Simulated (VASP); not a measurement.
Write the native input for VASP 6.6.1 that does the following.

| Item | Value |
| --- | --- |
| Task | single point |
| Functional | PBE |
| Potentials or basis | VASP PAW PBE potentials, release 64 (Zn, O, Hg_sv_GW) |
| Cutoff | 600 eV |
| k mesh | 6 × 6 × 4 |
| Occupations | fermi-dirac, width 0.02 eV |
| Spin | collinear spin, zero start |
| Starting moments | [0.0, 0.0, 0.0, 0.0] μB |
| Dipole correction | no |
| Second run | valence_matched |
| Further INCAR settings | ALGO = Normal; EDIFF = 1e-06; NBANDS = 34 |

The structure of ZnHgO2 lies in POSCAR:

```
ZnHgO2
1.0
    3.3263897665      0.0000000000      0.0000000000
    0.0000000000      3.3263897665      0.0000000000
    0.0000000000      0.0000000000      5.1930705942
Zn O Hg
1 2 1
Direct
    0.0000000000      0.0000000000      0.0000000000
    0.0000000000      0.5000000000      0.2034319220
    0.5000000000      0.0000000000      0.7965680780
    0.5000000000      0.5000000000      0.5000000000
```

These files were run (other wordings do the same):

INCAR

```
SYSTEM = ZnHgO2
PREC     = Accurate       ! precision mode
ENCUT    = 600            ! plane-wave cutoff, eV
EDIFF    = 1E-6           ! SCF threshold, eV
ISMEAR   = -1             ! smearing method
SIGMA    = 0.02           ! smearing width, eV
LREAL    = .FALSE.        ! projectors in reciprocal space
LASPH    = .TRUE.         ! aspherical terms in the spheres
NELM     = 200            ! most SCF steps
ALGO     = Normal         ! electronic algorithm
ISIF     = 2              ! what is computed and relaxed
LWAVE    = .FALSE.        ! write WAVECAR
LCHARG   = .FALSE.        ! write CHGCAR
ISPIN    = 2              ! spin polarisation
MAGMOM   = 0 0 0 0        ! initial moments
LORBIT   = 11             ! projections on sites
GGA      = PE             ! functional
NBANDS   = 34             ! bands
GGA_COMPAT= .FALSE.
```

KPOINTS

```
Automatic mesh
0
G
  6 6 4
  0 0 0
```

Potentials or basis: VASP PAW PBE potentials, release 64 (Zn, O, Hg_sv_GW).

Launch:

```bash
$ cat potpaw_PBE.64/Zn/POTCAR potpaw_PBE.64/O/POTCAR potpaw_PBE.64/Hg_sv_GW/POTCAR > POTCAR
$ mpirun -np 1 vasp_std > vasp.out
```

Results of the run:

| Property | Result |
| --- | --- |
| Pressure | 5.3 GPa |
| Largest force | 0.071 eV/Å |
| Band gap on the k mesh | zero (filled and empty bands touch) |
| Net moment | 0.00 μB per cell |
| Valence electrons inside the program's atomic spheres | Zn 10.84; O 4.94; Hg 17.75 |

Caveat: spin-orbit coupling is left out, which moves the levels of the heavy elements.

Wall time 60 s on 1 thread of Intel(R) Xeon(R) 6975P-C (Granite Rapids), with other jobs on the host, peak memory 0.29 GiB.
